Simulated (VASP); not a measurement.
Input of a VASP 6.6.1 run:

File INCAR:

```
PREC = Accurate ; ENCUT = 520
EDIFF = 1E-6 ; ISMEAR = 0
SIGMA = 0.02 ; LREAL = False
LASPH = True ; NELM = 60
ALGO = Normal ; ISIF = 2
LWAVE = False ; LCHARG = True
GGA = PE ; LELF = True
LVHAR = True ; NBANDS = 26
```

Contents of KPOINTS:

```
regular mesh
0
Gamma
  12 12 6
```

File POSCAR:

```
GaN
1.0
    3.1453694642      0.0000000000      0.0000000000
   -1.5726847321      2.7239698603      0.0000000000
    0.0000000000      0.0000000000      4.9547622600
Ga N
2 2
Direct
    0.3333333333      0.6666666667      0.0116144019
    0.6666666667      0.3333333333      0.5116144019
    0.3333333333      0.6666666667      0.3633855981
    0.6666666667      0.3333333333      0.8633855981
```

Potentials or basis: VASP PAW PBE potentials, release 64 (Ga_d, N).

Run with:

```bash
$ cat potpaw_PBE.64/Ga_d/POTCAR potpaw_PBE.64/N/POTCAR > POTCAR
$ mpirun -np 1 vasp_std > vasp.out
```

Task: Estimate the largest force.

Result: 3.494 eV/Å.

Task: Predict the band gap on the k mesh.

Result: 2.36 eV, direct.

Task: Predict the pressure.

Result: 27.1 GPa.

Forces on the atoms (eV/Å):
```
Ga   0.000  0.000 -3.494
Ga   0.000  0.000 -3.494
N    0.000  0.000  3.494
N    0.000  0.000  3.494
```

Caveat: the cell differs from its parent crystal (strained); forces of over 1 eV/Å act on the atoms, so gaps and moduli don't describe the material at rest.
